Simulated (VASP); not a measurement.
Set up this calculation in VASP 6.6.1, as the native input.

| Property | Result |
| --- | --- |
| Task | relaxation of cell and atoms |
| Functional | PBE |
| Potentials or basis | VASP PAW PBE potentials, release 64 (Re, Sb, C) |
| Cutoff | 600 eV |
| k mesh | 15 × 15 × 12 |
| Occupations | gaussian, width 0.1 eV |
| Spin | no spin polarisation |
| Dipole correction | no |
| Further INCAR settings | ALGO = Normal; EDIFF = 1e-07; IBRION = 2; EDIFFG = -0.01; NSW = 100; ISIF = 3 |

The structure of ReSbC lies in POSCAR:

```
ReSbC
1.0
    3.7412635500      0.0000000000      0.0000000000
   -1.8706317700      3.2400292800      0.0000000000
    0.0000000000      0.0000000000      4.0405646300
Re Sb C
1 1 1
Direct
    0.0000000000      0.0000000000      0.0000000000
    0.6666666700      0.3333333300      0.5000000000
    0.3333333300      0.6666666700      0.5000000000
```

One way to write it, as run:

INCAR

```
SYSTEM = ReSbC
  PREC = Accurate
  ENCUT = 600
  EDIFF = 1E-7
  ISMEAR = 0
  SIGMA = 0.1
  LREAL = .False.
  LASPH = .True.
  NELM = 80
  ALGO = Normal
  ISIF = 3
  LWAVE = .False.
  LCHARG = .False.
  GGA = PE
  IBRION = 2
  NSW = 100
  EDIFFG = -0.01
```

KPOINTS

```
regular mesh
0
Gamma
  15 15 12
  0 0 0
```

Potentials or basis: VASP PAW PBE potentials, release 64 (Re, Sb, C).

Run with:

```bash
$ cat potpaw_PBE.64/Re/POTCAR potpaw_PBE.64/Sb/POTCAR potpaw_PBE.64/C/POTCAR > POTCAR
$ mpirun -np 1 vasp_std > vasp.out
```

It gave:

| Quantity | Value |
| --- | --- |
| Relaxed volume | 14.90 Å³/atom |
| Relaxed cell | a = 4.143 Å, b = 4.143 Å, c = 3.007 Å, α = 90.00°, β = 90.00°, γ = 120.00° |
| Space group after relaxing (to 0.1 Å) | P-6m2 (No. 187) |
| Pressure after relaxing | 0.1 GPa |
| Band gap on the k mesh | zero (bands 8 and 9 overlap by 2.16 eV) |

Caveat: a cell axis changed by over 15 % at a fixed basis, so the end point is rough; spin-orbit coupling is left out, which moves the levels of the heavy elements.

It took 14 min on 1 thread of Intel(R) Xeon(R) 6975P-C (Granite Rapids) (shared host), peak memory 0.36 GiB.
